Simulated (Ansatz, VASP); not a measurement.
**C in VASP and in Ansatz**

```xyz
2
Lattice="0.0000 2.0949 3.5083 1.2095 0.0000 3.5083 1.2095 2.0949 0.0000" Properties=species:S:1:pos:R:3 pbc="T T T"
C     1.2095    0.6984    3.5083
C     1.2095    3.4913    3.5083
```

Change from the starting cell: strain -0.015 along x and y, -0.015 along z, atoms carried along.

Alike in both runs: task single point; functional r2SCAN; k mesh 14 × 14 × 14; occupations gaussian, width 0.05 eV; no spin polarisation.

```csv
,VASP,Ansatz
version,VASP 6.6.1,Ansatz 0.2.0
potentials or method,"VASP PAW PBE potentials, release 64 (C), cutoff 520 eV","scalar-relativistic, plane waves, PAW"
valence electrons in the cell,8,8
```

```csv
,VASP,Ansatz,Ansatz less VASP
gap on the k mesh at the Fermi level (eV),0.65,0.65,-0.001
least direct gap on the mesh (eV),0.76,0.76,-0.001
pressure (GPa),14.0,13.3,-0.68
"traceless stress, the component that is largest in VASP (GPa)",-13.81,-13.02,+0.796
```

VASP's potentials were made for PBE, not for r2SCAN.
